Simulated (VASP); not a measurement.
Wanted: the native input for a VASP 6.6.1 run.

| Quantity | Value |
| --- | --- |
| Task | single point |
| Functional | LDA |
| Potentials or basis | VASP PAW LDA potentials, release 64 (Nb_sv) |
| Cutoff | 520 eV |
| k mesh | 18 × 18 × 18 |
| Occupations | methfessel-paxton, width 0.05 eV |
| Spin | no spin polarisation |
| Dipole correction | no |
| Further INCAR settings | ALGO = Normal; EDIFF = 1e-06; NBANDS = 12 |

The structure of Nb lies in POSCAR:

```
Nb
1.0
   -1.5972038158      1.5972038158      1.5972038158
    1.5972038158     -1.5972038158      1.5972038158
    1.5972038158      1.5972038158     -1.5972038158
Nb
1
Direct
    0.0000000000      0.0000000000      0.0000000000
```

The input as run:

INCAR

```
PREC = Accurate ; ENCUT = 520
EDIFF = 1E-6 ; ISMEAR = 1
SIGMA = 0.05 ; LREAL = F
LASPH = T ; NELM = 60
ALGO = Normal ; ISIF = 2
LWAVE = F ; LCHARG = T
LELF = T ; LVHAR = T
NBANDS = 12
```

KPOINTS

```
Automatic mesh
0
Gamma
  18 18 18
```

Potentials or basis: VASP PAW LDA potentials, release 64 (Nb_sv).

The run is started by

```bash
$ cat potpaw_LDA.64/Nb_sv/POTCAR > POTCAR
$ mpirun -np 1 vasp_std > vasp.out
```

It gave:

```json
{
 "Pressure": "9.8 GPa"
}
```

Run time: 22 s on 1 thread of Intel Xeon 6975P-C (shared host), peak memory 0.16 GiB.
